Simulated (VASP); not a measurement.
Input of a VASP 6.6.1 run:

INCAR

```
SYSTEM = KTaO3
PREC = Accurate ; ENCUT = 700
EDIFF = 1E-7 ; ISMEAR = -1
SIGMA = 0.05 ; LREAL = .False.
LASPH = .True. ; NELM = 120
ALGO = Normal ; ISIF = 3
LWAVE = .False. ; LCHARG = .False.
GGA = B5 ; ALDAX = 1.0
AGGAX = 1.0 ; AGGAC = 1.0
ALDAC = 0.0 ; IVDW = 13
VDW_S6 = 1.0 ; VDW_S8 = 2.34076671
VDW_A1 = 0.44488865 ; VDW_A2 = 4.0933009
IBRION = 2 ; NSW = 60
EDIFFG = -0.01 ; GGA_COMPAT = .False.
NELMIN = 4
```

File KPOINTS:

```
Automatic mesh
0
Gamma
  7 7 7
  0 0 0
```

File POSCAR:

```
KTaO3
1.0
    3.9883000000      0.0000000000      0.0000000000
    0.0000000000      3.9883000000      0.0000000000
    0.0000000000      0.0000000000      3.9883000000
Ta K O
1 1 3
Direct
    0.0000000000      0.0000000000      0.0000000000
    0.5000000000      0.5000000000      0.5000000000
    0.0000000000      0.0000000000      0.5000000000
    0.0000000000      0.5000000000      0.0000000000
    0.5000000000      0.0000000000      0.0000000000
```

Potentials or basis: VASP PAW PBE potentials, release 64 (Ta_sv_GW, K_sv, O).

Launch:

```console
$ cat potpaw_PBE.64/Ta_sv_GW/POTCAR potpaw_PBE.64/K_sv/POTCAR potpaw_PBE.64/O/POTCAR > POTCAR
$ mpirun -np 1 vasp_std > vasp.out
```

Q: Estimate the relaxed cell.

A: a = 4.034 Å, b = 4.034 Å, c = 4.034 Å, α = 90.00°, β = 90.00°, γ = 90.00°.

Q: Estimate the relaxed volume.

A: 13.13 Å³/atom.

Final structure:
```
Ta K O
1.0
     4.03441    0.00000    0.00000
     0.00000    4.03441    0.00000
     0.00000    0.00000    4.03441
Ta K O
1 1 3
Direct
  0.00000 0.00000 0.00000
  0.50000 0.50000 0.50000
  0.00000 0.00000 0.50000
  0.00000 0.50000 0.00000
  0.50000 0.00000 0.00000
```

Caveat: the PAW data sets were made with another functional, which shifts forces and pressure a little. Zero-point motion and thermal expansion aren't in these numbers.
